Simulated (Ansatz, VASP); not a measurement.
## One calculation of Sc2BF2, two programs

```
CELL_PARAMETERS angstrom
3.20938 0.00000 0.00000
-1.60469 2.77940 0.00000
0.00000 0.00000 9.67718
ATOMIC_POSITIONS crystal
Sc 0.00000 0.00000 0.34422
Sc 0.33333 0.66667 0.81627
B 0.00000 0.00000 0.97974
F 0.00000 0.00000 0.12739
F 0.66667 0.33333 0.69727
```

Alike in both runs: functional PBE; k mesh 6 × 6 × 2; occupations gaussian, width 0.1 eV; no spin polarisation.

Ansatz relaxed the structure, and its values are those at the end. VASP's run is a single point on that final structure, the one shown.

```csv
,VASP,Ansatz
version,VASP 6.6.1,Ansatz 0.2.0
potentials or method,"VASP PAW PBE potentials, release 64 (Sc_sv, B, F), cutoff 520 eV","scalar-relativistic, plane waves, PAW"
valence electrons in the cell,39,39
```

```csv
,VASP,Ansatz,Ansatz less VASP
gap on the k mesh at the Fermi level (eV),none,none,-
pressure (GPa),0.2,0.0,-0.19
rms of the force components (eV/Å),0.049,0.006,-0.0433
```

A gap of «none» marks a metal or a gap that the smearing closes. With one functional, cell and mesh, what is left measures potentials, basis and numerics.

The k mesh is coarse, so the values compare programs but aren't converged.
